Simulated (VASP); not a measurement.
A run of VASP 6.6.1:

The input INCAR:

```
PREC = Accurate
ENCUT = 600
EDIFF = 1E-7
ISMEAR = -1
SIGMA = 0.08
LREAL = F
LASPH = T
NELM = 100
ALGO = Normal
ISIF = 4
LWAVE = F
LCHARG = F
GGA = PE
IBRION = 2
NSW = 50
EDIFFG = -0.005
```

File KPOINTS:

```
Automatic mesh
0
Gamma
  10 10 3
```

File POSCAR:

```
Y
1.0
    2.6559989219      0.0000000000      0.0000000000
   -1.3279994609      2.3001625388      0.0000000000
    0.0000000000      0.0000000000      8.5239514257
Y
4
Direct
    0.0000000000      0.0000000000      0.0000000000
    0.0000000000      0.0000000000      0.5000000000
    0.3333333333      0.6666666667      0.2500000000
    0.6666666667      0.3333333333      0.7500000000
```

Potentials or basis: VASP PAW PBE potentials, release 64 (Y_sv).

The run is started by

```console
$ cat potpaw_PBE.64/Y_sv/POTCAR > POTCAR
$ mpirun -np 1 vasp_std > vasp.out
```

Hardware: 1 thread of Intel Xeon 8259CL, on a shared host.

Q: Estimate the wall time of this run.

A: Wall time 3 min on 1 thread of Intel Xeon 8259CL (shared host), peak memory 0.22 GiB. Counts: scf iterations 26, k points 28, ion steps 3.
